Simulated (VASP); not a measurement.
Wanted: the native input for a VASP 6.6.1 run.

- Task: electric field gradients
- Functional: LDA
- Potentials or basis: VASP PAW LDA potentials, release 64 (Pb_d, O)
- Cutoff: 520 eV
- k mesh: 7 × 7 × 6
- Occupations: fermi-dirac, width 0.03 eV
- Spin: no spin polarisation
- Dipole correction: no
- Further INCAR settings: ALGO = Normal; EDIFF = 1e-08; NBANDS = 28

The structure of PbO lies in POSCAR:

```
PbO
1.0
    3.9744000000      0.0000000000      0.0000000000
    0.0000000000      3.9744000000      0.0000000000
    0.0000000000      0.0000000000      5.0220000000
Pb O
2 2
Direct
    0.0000000000      0.5000000000      0.2351000000
    0.5000000000      0.0000000000      0.7649000000
    0.0000000000      0.0000000000      0.0000000000
    0.5000000000      0.5000000000      0.0000000000
```

These files were run (other wordings do the same):

INCAR

```
SYSTEM = PbO
  PREC = Accurate
  ENCUT = 520
  EDIFF = 1E-8
  ISMEAR = -1
  SIGMA = 0.03
  LREAL = .FALSE.
  LASPH = .TRUE.
  NELM = 60
  ALGO = Normal
  ISIF = 2
  LWAVE = .FALSE.
  LCHARG = .FALSE.
  LEFG = .TRUE.
  NBANDS = 28
```

KPOINTS

```
regular mesh
0
G
  7 7 6
  0 0 0
```

Potentials or basis: VASP PAW LDA potentials, release 64 (Pb_d, O).

The run is started by

```console
$ cat potpaw_LDA.64/Pb_d/POTCAR potpaw_LDA.64/O/POTCAR > POTCAR
$ mpirun -np 1 vasp_std > vasp.out
```

It gave:

| Property | Result |
| --- | --- |
| Pressure | -1.6 GPa |
| Largest force | 0.094 eV/Å |
| Band gap on the k mesh | 1.44 eV, indirect (least direct gap 2.22 eV) |

Caveat: without QUAD_EFG the Cq values of the log hold for a quadrupole moment of 1 mb, not for the nuclei; spin-orbit coupling is left out, which moves the levels of the heavy elements.

It took 42 s on 1 thread of Intel(R) Xeon(R) Platinum 8559C (Emerald Rapids) (shared host), peak memory 0.2 GiB.
